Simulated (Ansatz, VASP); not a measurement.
## One calculation of Be3Te2S, two programs

```
CELL_PARAMETERS angstrom
-1.89382 5.67277 2.66164
1.89382 -5.67277 2.66164
1.89382 5.67277 -2.66164
ATOMIC_POSITIONS crystal
S 0.99971 0.99971 0.00000
Be 0.20887 0.70887 0.50000
Be 0.62202 0.77175 0.85027
Be 0.92148 0.77175 0.14973
Te 0.33495 0.99897 0.33598
Te 0.66298 0.99897 0.66402
```

Alike in both runs: task single point; functional r2SCAN; k mesh 6 × 6 × 6; no spin polarisation.

```csv
,VASP,Ansatz
version,VASP 6.6.1,Ansatz 0.2.0
potentials or method,"VASP PAW PBE potentials, release 64 (S, Be, Te)","plane waves, PAW"
plane-wave cutoff (eV),520,500
occupations,"gaussian, width 0.01 eV",fixed
valence electrons in the cell,24,44
```

Ansatz gave:

```
gap on the k mesh at the Fermi level (eV) : 2.00
pressure (GPa)                            : 2.2
rms of the force components (eV/Å)        : 0.020
```

What did VASP give for the same quantities?

gap on the k mesh at the Fermi level (eV): 2.00; pressure (GPa): 2.5; rms of the force components (eV/Å): 0.026.

VASP's potentials were made for PBE, not for r2SCAN. VASP's potentials hold 24 valence electrons a cell and Ansatz's 44, so a difference there can come from the potentials and not from the codes.

Spin-orbit coupling is off throughout.
